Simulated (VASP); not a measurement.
Here is a VASP 6.6.1 calculation.

File INCAR:

```
SYSTEM = BN
PREC = Accurate
ENCUT = 520
EDIFF = 1E-6
ISMEAR = 0
SIGMA = 0.02
LREAL = .False.
LASPH = .True.
NELM = 60
ALGO = Normal
ISIF = 2
LWAVE = .False.
LCHARG = .False.
GGA = PE
NBANDS = 16
```

The input KPOINTS:

```
Automatic mesh
0
Gamma
  12 12 4
  0 0 0
```

File POSCAR:

```
BN
1.0
    2.5669420557      0.0000000000      0.0000000000
   -1.2834710279      2.2230370303      0.0000000000
    0.0000000000      0.0000000000      7.2283345680
B N
2 2
Direct
    0.3333333333      0.6666666667      0.2500000000
    0.6666666667      0.3333333333      0.7500000000
    0.3333333333      0.6666666667      0.7500000000
    0.6666666667      0.3333333333      0.2500000000
```

Potentials or basis: VASP PAW PBE potentials, release 64 (B, N).

Launch:

```sh
$ cat potpaw_PBE.64/B/POTCAR potpaw_PBE.64/N/POTCAR > POTCAR
$ mpirun -np 1 vasp_std > vasp.out
```

(1) Estimate the pressure.

(2) What does it give for the band gap on the k mesh?

## Answers

(1) -12.4 GPa.

(2) 4.27 eV, indirect (least direct gap 4.47 eV).

Caveat: the cell differs from its parent crystal (strained); this functional lacks dispersion, which binds the layers, so the pressure and a relaxed spacing across them are unreliable.
